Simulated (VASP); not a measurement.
# Se (Im-3m) in VASP: notebook

The runs below take Se through single point, with PBEsol.

Program: VASP 6.6.1. These are calculated values, not measurements. Logs are shortened: lines on timing, memory, paths and dates and some standing lists are left out, and cuts for length are marked.

## (1) The cell of the first run

The structure is cubic, space group Im-3m (No. 229). Conventional cell: a = 2.750 Å, b = 2.750 Å, c = 2.750 Å, α = 90.00°, β = 90.00°, γ = 90.00°. Within 3.1 Å of Se (site symmetry m-3m) lie 14 Se at 2.38 to 2.75 Å.

## (2) Single point, PBEsol

INCAR

```
SYSTEM = Se
PREC = Accurate ; ENCUT = 520
EDIFF = 1E-6 ; ISMEAR = -1
SIGMA = 0.05 ; LREAL = .False.
LASPH = .True. ; NELM = 100
ALGO = Normal ; ISIF = 2
LWAVE = .False. ; LCHARG = .True.
GGA = PS ; LELF = .True.
LVHAR = .True. ; NBANDS = 9
```

KPOINTS

```
Automatic mesh
0
Gamma
  13 13 13
  0 0 0
```

POSCAR

```
Se
1.0
   -1.3751429794      1.3751429794      1.3751429794
    1.3751429794     -1.3751429794      1.3751429794
    1.3751429794      1.3751429794     -1.3751429794
Se
1
Direct
    0.0000000000      0.0000000000      0.0000000000
```

Potentials or basis: VASP PAW PBE potentials, release 64 (Se).

The run is started by

```bash
$ cat potpaw_PBE.64/Se/POTCAR > POTCAR
$ mpirun -np 1 vasp_std > vasp.out
```

OUTCAR:

```text
SYSTEM = Se
   PREC = Accurate
   ENCUT = 520
   EDIFF = 1E-6
   ISMEAR = -1
   LREAL = .False.
   LASPH = .True.
   NELM = 100
   ISIF = 2
   GGA = PS

 ion  position               nearest neighbor table
   1  0.000  0.000  0.000-

  LATTYP: Found a body centered cubic cell.
 ALAT       =     2.7502859588

  Lattice vectors:

 A1 = (  -1.3751429794,   1.3751429794,   1.3751429794)
 A2 = (   1.3751429794,  -1.3751429794,   1.3751429794)
 A3 = (   1.3751429794,   1.3751429794,  -1.3751429794)

Analysis of symmetry for initial positions (statically):
=====================================================================
 Subroutine PRICEL returns:
 Original cell was already a primitive cell.

 Routine SETGRP: Setting up the symmetry group for a
 body centered cubic supercell.

 Subroutine GETGRP returns: Found 48 space group operations
 (whereof 48 operations were pure point group operations)
 out of a pool of 48 trial point group operations.

The static configuration has the point symmetry O_h .

Analysis of symmetry for dynamics (positions and initial velocities):
=====================================================================
 Subroutine PRICEL returns:
 Original cell was already a primitive cell.

 Routine SETGRP: Setting up the symmetry group for a
 body centered cubic supercell.

 Subroutine GETGRP returns: Found 48 space group operations
 (whereof 48 operations were pure point group operations)
 out of a pool of 48 trial point group operations.

The dynamic configuration has the point symmetry O_h .

 Subroutine INISYM returns: Found 48 space group operations
 (whereof 48 operations are pure point group operations),
 and found     1 'primitive' translations

----------------------------------------------------------------------------------------

                                     Primitive cell

  volume of cell :      10.4017

  direct lattice vectors                    reciprocal lattice vectors
    -1.375142979  1.375142979  1.375142979     0.000000000  0.363598555  0.363598555
     1.375142979 -1.375142979  1.375142979     0.363598555  0.000000000  0.363598555
     1.375142979  1.375142979 -1.375142979     0.363598555  0.363598555  0.000000000

  length of vectors
     2.381817508  2.381817508  2.381817508     0.514206008  0.514206008  0.514206008

  position of ions in fractional coordinates (direct lattice)
[... 73 lines left out ...]
   LSORBIT =      F    spin-orbit coupling
   LASPH  =      T    aspherical Exc in radial PAW
   ENCUT  =  520.0 eV  38.22 Ry    6.18 a.u.   4.43  4.43  4.43*2*pi/ulx,y,z
   NELM   =    100;   NELMIN=  2; NELMDL= -5     # of ELM steps
   EDIFF  = 0.1E-05   stopping-criterion for ELM
   LREAL  =      F    real-space projection
   EDIFFG = 0.1E-04   stopping-criterion for IOM
   NSW    =      0    number of steps for IOM
   IBRION =     -1    ionic relax: 0-MD 1-quasi-New 2-CG
   NFREE  =      0    steps in history (QN), initial steepest desc. (CG)
   ISIF   =      2    stress and relaxation
   ISYM   =      2    0-nonsym 1-usesym 2-fastsym
   POTIM  = 0.5000    time-step for ionic-motion
   TEBEG  =    0.0;   TEEND  =   0.0 temperature during run
   PSTRESS=    0.0 pullay stress
   NELECT =       6.0000    total number of electrons
   NUPDOWN=      -1.0000    fix difference up-down
   EMIN   =  10.00;   EMAX   =-10.00  energy-range for DOS
   EFERMI =   0.00;   METHOD = LEGACY
   ISMEAR =    -1;   SIGMA  =   0.05  broadening in eV -4-tet -1-fermi 0-gaus
   EFERMI_NEDOS =   21; number of points for ismear=-14 and -15
   IALGO  =     38    algorithm
   IMIX   =      4    mixing-type and parameters
     AMIX     =   0.40;   BMIX     =  1.00
     AMIX_MAG =   1.60;   BMIX_MAG =  1.00
  volume/ion in A,a.u.               =      10.40        70.19
  Fermi-wavevector in a.u.,A,eV,Ry     =   1.362775  2.575271 25.268126  1.857155
  Thomas-Fermi vector in A             =   2.489235
   LORBIT       =      0    0 simple, 1 ext, 2 COOP (PROOUT), +10 PAW based schemes
   GGA     = PS    functional components
   LHFCALC =     F    Hartree Fock is set to
   AEXX    =    0.0000 exact exchange contribution
   IVDW    =     0    specifies the selected vdW correction
   LEPSILON=     F    determine dielectric tensor
   LRPA    =     F    only Hartree local field effects (RPA)
 non-spin polarized calculation
  energy-cutoff  :      520.00
  volume of cell :       10.40
 maximum number of plane-waves:       321
 NGX is ok and might be reduce to    18
   NGX =  9   NGY =  9   NGZ =  9

 number of electron       6.0000000 magnetization

 Free energy of the ion-electron system (eV)
  ---------------------------------------------------
  ext. energy  EPLUGINS =         0.00000000
  ---------------------------------------------------
  free energy    TOTEN  =        -0.07591261 eV

  energy without entropy =       -0.07216897  energy(sigma->0) =       -0.07404079

 E-fermi :  16.5867     XC(G=0): -13.9436

 val. band max:       16.3940895717   @ k =  -0.2308   0.2308   0.2308
 cond. band min:      16.6483522254   @ k =  -0.3846   0.4615   0.2308
 fundamental gap:      0.2542626537
 Fermi energy:        16.5867492438

 k-point     1 :       0.0000    0.0000    0.0000
  band No.  band energies     occupation
      1      -8.6101      2.00000
      2      24.8670      0.00000
      3      24.8670      0.00000
      4      24.8670      0.00000
      5      30.8432      0.00000
      6      30.8432      0.00000
      7      30.8432      0.00000
      8      34.6466      0.00000
      9      34.6466      0.00000
[... 265 lines left out ...]
 k-point    24 :       0.2308    0.0769    0.0769
  band No.  band energies     occupation
      1      -4.3785      2.00000
      2      10.7481      2.00000
      3      15.9902      1.99999
      4      17.8954      0.00000
      5      29.3161      0.00000
      6      29.4249      0.00000
      7      35.4131      0.00000
      8      36.9115      0.00000
      9      40.9068      0.00000

 [... further k-points ...]
[... 5 lines left out ...]
  --------------------------------------------------------------------------------------
  -------------------------------------------------------------------------------------
  Total       13.4858169     13.4858169     13.4858169      0.0000000      0.0000000     -0.0000000
  in kB     2077.2285438   2077.2285438   2077.2285438      0.0000000      0.0000000     -0.0000000
  external PRESSURE =    2077.2285438 kB  Pullay stress =       0.0000000 kB

 VOLUME and BASIS-vectors are now :
 -----------------------------------------------------------------------------
  energy-cutoff  :      520.00
  volume of cell :       10.40
      direct lattice vectors                 reciprocal lattice vectors
    -1.375142979  1.375142979  1.375142979     0.000000000  0.363598555  0.363598555
     1.375142979 -1.375142979  1.375142979     0.363598555  0.000000000  0.363598555
     1.375142979  1.375142979 -1.375142979     0.363598555  0.363598555  0.000000000

 POSITION                                       TOTAL-FORCE (eV/Angst)
 -----------------------------------------------------------------------------------
      0.00000      0.00000      0.00000         0.000000     -0.000000     -0.000000
 -----------------------------------------------------------------------------------
    total drift:                               -0.000000      0.000000     -0.000000

  FREE ENERGIE OF THE ION-ELECTRON SYSTEM (eV)
  ---------------------------------------------------
  free  energy   TOTEN  =        -0.0759126079 eV

  energy  without entropy=       -0.0721689720  energy(sigma->0) =       -0.07404079
```

stdout:

```text
POSCAR found type information on POSCAR Se
 POSCAR found :  1 types and       1 ions
 scaLAPACK will be used
 -----------------------------------------------------------------------------
|                                                                             |
|                                                                             |
|     You enforced a specific xc type in the INCAR file but a different       |
|     I HOPE YOU KNOW WHAT YOU ARE DOING!                                     |
|                                                                             |
 -----------------------------------------------------------------------------

 LDA part: xc-table for (Slater+PW92), standard interpolation
 POSCAR, INCAR and KPOINTS ok, starting setup
 FFT: planning ... GRIDC
 FFT: planning ... GRID_SOFT
 FFT: planning ... GRID
 WAVECAR not read
 entering main loop
```

Run time: 7.6 s. Hardware: 1 thread of AMD EPYC 7R13 (Zen 3), shared host; peak memory 0.09 GiB.

Results:

```yaml
Free_energy: -0.0759 eV
Pressure: 207.7 GPa
Band_gap_on_the_k_mesh: zero (band 3 reaches 24.87 eV, above the bottom of band 4 at 8.34 eV)
```

Levels at points of the mesh, in eV from the Fermi level:
```csv
k point,band 1,band 2,band 3,band 4,band 5,band 6
"(0.00, 0.00, 0.00)",-25.20,8.28,8.28,8.28,14.26,14.26
```

Caveat: the PAW data sets were made with another functional, which shifts forces and pressure a little.

## (3) Single point, PBEsol

This run uses another cell than the first one, of 10.73 Å³/atom, 1.032 times its volume.

INCAR

```
PREC = Accurate
ENCUT = 520
EDIFF = 1E-6
ISMEAR = -1
SIGMA = 0.05
LREAL = False
LASPH = True
NELM = 100
ALGO = Normal
ISIF = 2
LWAVE = False
LCHARG = True
GGA = PS
LELF = True
LVHAR = True
NBANDS = 9
```

KPOINTS

```
Automatic mesh
0
Gamma
  13 13 13
```

POSCAR

```
Se
1.0
   -1.3896192325      1.3896192325      1.3896192325
    1.3896192325     -1.3896192325      1.3896192325
    1.3896192325      1.3896192325     -1.3896192325
Se
1
Direct
    0.0000000000      0.0000000000      0.0000000000
```

Potentials or basis: VASP PAW PBE potentials, release 64 (Se).

The run is started by

```bash
$ cat potpaw_PBE.64/Se/POTCAR > POTCAR
$ mpirun -np 1 vasp_std > vasp.out
```

It took 9.3 s on 1 thread of AMD EPYC 7R13 (Zen 3), shared host; peak memory 0.09 GiB.

Results (log left out):

| Property | Result |
| --- | --- |
| Free energy | -0.4818 eV |
| Pressure | 184.6 GPa |
| Band gap on the k mesh | zero (band 3 reaches 23.83 eV, above the bottom of band 4 at 7.98 eV) |

Levels at points of the mesh, in eV from the Fermi level:
| k point | band 1 | band 2 | band 3 | band 4 | band 5 | band 6 |
| --- | --- | --- | --- | --- | --- | --- |
| (0.00, 0.00, 0.00) | -24.58 | 7.96 | 7.96 | 7.96 | 14.19 | 14.19 |

Caveat: the PAW data sets were made with another functional, which shifts forces and pressure a little.

(Part 1 of 3 ends here.)
